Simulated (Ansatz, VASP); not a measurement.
**NaH: VASP beside Ansatz**

File POSCAR:

```
NaH
1.0
   -0.3595547457      2.3970316378      2.2292394232
    2.3970316378     -0.3595547457      2.2292394232
    2.0374768921      2.0374768921      0.0000000000
Na H
1 1
Direct
    0.0000000000      0.0000000000      0.0000000000
    0.5000000000      0.5000000000      0.5000000000
```

INCAR.step1

```
SYSTEM = NaH
PREC = Accurate ; ENCUT = 520
ISMEAR = -1 ; SIGMA = 0.2
LREAL = .FALSE. ; LASPH = .TRUE.
NELM = 80 ; NBANDS = 11
GGA = PE ; ALGO = Normal
EDIFF = 1E-4 ; LWAVE = .TRUE.
LCHARG = .FALSE.
```

File INCAR.step2:

```
SYSTEM = NaH
PREC = Accurate ; ENCUT = 520
EDIFF = 1E-6 ; ISMEAR = -1
SIGMA = 0.2 ; LREAL = .FALSE.
LASPH = .TRUE. ; NELM = 80
ALGO = Normal ; ISIF = 2
LWAVE = .FALSE. ; LCHARG = .FALSE.
METAGGA = R2SCAN ; LMIXTAU = .TRUE.
NBANDS = 11 ; ISTART = 1
```

File KPOINTS:

```
Automatic mesh
0
G
  8 8 8
  0 0 0
```

Input for Ansatz:

```yaml
crystal:
  lattice:
    - [-0.3595547457, 2.3970316378, 2.2292394232]
    - [2.3970316378, -0.3595547457, 2.2292394232]
    - [2.0374768921, 2.0374768921, 0.0]
  atoms:
    - { symbol: Na, position: [0.0, 0.0, 0.0] }
    - { symbol: H, position: [0.5, 0.5, 0.5] }
basis:
  ecutwfc: 520.0
kpoints:
  mp_grid: { grid: [8, 8, 8] }
hamiltonian:
  xc: r2scan
scf:
  occupations: { method: fermi_dirac, width: 0.2 }
output:
  forces: true
  stress: true
  eigenvalues: true
```

Change from the starting cell: engineering shear strain xy -0.3000, normal strain along z -0.0700.

Alike in both runs: task single point; functional r2SCAN; k mesh 8 × 8 × 8; occupations fermi-dirac, width 0.2 eV; no spin polarisation.

|  | VASP | Ansatz |
| --- | --- | --- |
| version | VASP 6.6.1 | Ansatz 0.2.0 |
| potentials or method | VASP PAW PBE potentials, release 64 (Na_pv, H), cutoff 520 eV | scalar-relativistic, plane waves, PAW |
| valence electrons in the cell | 8 | 10 |

```csv
,VASP,Ansatz,Ansatz less VASP
gap on the k mesh at the Fermi level (eV),3.38,3.37,-0.014
least direct gap on the mesh (eV),5.23,5.23,+0.005
pressure (GPa),2.5,2.7,+0.18
"traceless stress, the component that is largest in VASP (GPa)",7.45,7.44,-0.011
```

VASP's potentials were made for PBE, not for r2SCAN. VASP's potentials hold 8 valence electrons a cell and Ansatz's 10, so a difference there can come from the potentials and not from the codes.
